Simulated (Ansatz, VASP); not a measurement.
**MnO in VASP and in Ansatz**

The input INCAR:

```
  ALGO = Normal
  EDIFF = 1E-6
  ENCUT = 520
  GGA = PE
  ISIF = 2
  ISMEAR = -1
  ISPIN = 2
  LASPH = T
  LCHARG = F
  LMAXMIX = 4
  LORBIT = 11
  LREAL = F
  LWAVE = F
  MAGMOM = 4 0
  NBANDS = 20
  NELM = 150
  PREC = Accurate
  SIGMA = 0.05
```

Contents of KPOINTS:

```
k-points
0
Gamma
  16 16 16
```

File POSCAR:

```
MnO
1.0
    0.0000000000      2.1770261943      2.1770261943
    2.1770261943      0.0000000000      2.1770261943
    2.1770261943      2.1770261943      0.0000000000
Mn O
1 1
Direct
    0.0000000000      0.0000000000      0.0000000000
    0.5000000000      0.5000000000      0.5000000000
```

Input for Ansatz:

```yaml
crystal:
  lattice:
    - [0.0, 2.1770261943, 2.1770261943]
    - [2.1770261943, 0.0, 2.1770261943]
    - [2.1770261943, 2.1770261943, 0.0]
  atoms:
    - { symbol: Mn, position: [0.0, 0.0, 0.0], spin: 4.0 }
    - { symbol: O, position: [0.5, 0.5, 0.5] }
magnetization:
  spin_polarized: true
kpoints:
  mp_grid: { grid: [16, 16, 16] }
scf:
  occupations: { method: fermi_dirac, width: 0.05 }
hamiltonian:
  xc: pbe
  pseudopotentials: { kind: all_electron, lapw: { basis_error: 0.00025 } }
output:
  forces: true
  stress: true
  eigenvalues: true
```

Change from the starting cell: volume scaled by 0.9405.

Alike in both runs: task single point; functional PBE; k mesh 16 × 16 × 16; occupations fermi-dirac, width 0.05 eV; collinear spin.

```csv
,VASP,Ansatz
version,VASP 6.6.1,Ansatz 0.2.0
potentials or method,"VASP PAW PBE potentials, release 64 (Mn_pv, O), cutoff 520 eV","all-electron LAPW, scalar-relativistic"
```

```tsv
	VASP	Ansatz	Ansatz less VASP
pressure (GPa)	7.4	7.1	-0.31
net moment per atom (μB)	2.29	2.29	0.000
size of the moment on the site where the two differ most (μB)	4.19	4.16	-0.033
```

Site moments also hang on the region over which each program counts them. Ansatz ran all-electron here, and VASP with PAW potentials.
